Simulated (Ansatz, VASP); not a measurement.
# Two plane-wave programs on GeSe

```
Ge Se
1.0
    10.95471    0.00000    0.00000
     0.00000    3.87599    0.00000
     0.00000    0.00000    4.42814
Ge Se
4 4
Direct
  0.12328 0.25000 0.11349
  0.87672 0.75000 0.88651
  0.37672 0.75000 0.61349
  0.62328 0.25000 0.38651
  0.85468 0.25000 0.49857
  0.14532 0.75000 0.50143
  0.64532 0.75000 0.99857
  0.35468 0.25000 0.00143
```

Alike in both runs: functional PBE; dispersion D3(BJ); k mesh 4 × 8 × 6; occupations gaussian, width 0.02 eV; no spin polarisation.

Ansatz relaxed the structure, and its values are those at the end. VASP's run is a single point on that final structure, the one shown.

|  | VASP | Ansatz |
| --- | --- | --- |
| version | VASP 6.6.1 | Ansatz 0.2.0 |
| potentials or method | VASP PAW PBE potentials, release 64 (Ge_d, Se), cutoff 500 eV | scalar-relativistic, plane waves, PAW |
| valence electrons in the cell | 80 | 120 |

Ansatz gave:

```
gap on the k mesh at the Fermi level (eV) : 0.73
least direct gap on the mesh (eV)         : 0.93
pressure (GPa)                            : 0.1
rms of the force components (eV/Å)        : 0.004
```

Task: Which values does VASP return?

Result: gap on the k mesh at the Fermi level (eV): 0.72; least direct gap on the mesh (eV): 0.92; pressure (GPa): 0.1; rms of the force components (eV/Å): 0.014.

VASP's potentials hold 80 valence electrons a cell and Ansatz's 120, so a difference there can come from the potentials and not from the codes. Ansatz's warnings: dispersion switch in reach, relaxed geometry near dispersion switch.
